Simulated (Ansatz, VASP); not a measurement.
Two plane-wave programs on Ga3AsP2

Contents of INCAR:

```
ALGO     = Normal         # electronic algorithm
EDIFF    = 1E-6           # SCF threshold, eV
ENCUT    = 520            # plane-wave cutoff, eV
GGA      = PE             # functional
ISIF     = 2              # what is computed and relaxed
ISMEAR   = 0              # smearing method
LASPH    = True           # aspherical terms in the spheres
LCHARG   = False          # write CHGCAR
LREAL    = False          # projectors in reciprocal space
LWAVE    = False          # write WAVECAR
NBANDS   = 36             # bands
NELM     = 100            # most SCF steps
PREC     = Accurate       # precision mode
SIGMA    = 0.01           # smearing width, eV
```

File KPOINTS:

```
k-points
0
Gamma
  6 6 2
```

Contents of POSCAR:

```
Ga3AsP2
1.0
    3.9059637249      0.0000000000      0.0000000000
   -1.9529818624      3.3826638120      0.0000000000
    0.0000000000      0.0000000000      9.5621795807
P As Ga
2 1 3
Direct
    0.0000000000      0.0000000000      0.0030602822
    0.3333333333      0.6666666667      0.3305233904
    0.6666666667      0.3333333333      0.6663422598
    0.3333333333      0.6666666667      0.0832499795
    0.6666666667      0.3333333333      0.4103402508
    0.0000000000      0.0000000000      0.7564838373
```

Input for Ansatz:

```yaml
crystal:
  lattice:
    - [3.9059637249, 0.0, 0.0]
    - [-1.9529818624, 3.382663812, 0.0]
    - [0.0, 0.0, 9.5621795807]
  atoms:
    - { symbol: P, position: [0.0, 0.0, 0.0030602822] }
    - { symbol: P, position: [0.3333333333, 0.6666666667, 0.3305233904] }
    - { symbol: As, position: [0.6666666667, 0.3333333333, 0.6663422598] }
    - { symbol: Ga, position: [0.3333333333, 0.6666666667, 0.0832499795] }
    - { symbol: Ga, position: [0.6666666667, 0.3333333333, 0.4103402508] }
    - { symbol: Ga, position: [0.0, 0.0, 0.7564838373] }
kpoints:
  mp_grid: { grid: [6, 6, 2] }
hamiltonian:
  xc: pbe
scf:
  occupations: { method: fixed }
  n_extra_bands: 5
output:
  forces: true
  stress: true
  eigenvalues: true
```

Alike in both runs: task single point; functional PBE; k mesh 6 × 6 × 2; no spin polarisation.

```csv
,VASP,Ansatz
version,VASP 6.6.1,Ansatz 0.2.0
potentials or method,"VASP PAW PBE potentials, release 64 (P, As, Ga_d)","plane waves, PAW"
plane-wave cutoff (eV),520,420
occupations,"gaussian, width 0.01 eV",fixed
valence electrons in the cell,54,64
```

```csv
,VASP,Ansatz,Ansatz less VASP
gap on the k mesh at the Fermi level (eV),1.21,1.22,+0.003
pressure (GPa),2.7,2.6,-0.09
"traceless stress, the component that is largest in VASP (GPa)",-0.07,-0.06,+0.003
rms of the force components (eV/Å),0.024,0.019,-0.0049
```

Atom by atom the forces differ by 0.006 eV/Å (rms over components). VASP's potentials hold 54 valence electrons a cell and Ansatz's 64, so a difference there can come from the potentials and not from the codes.
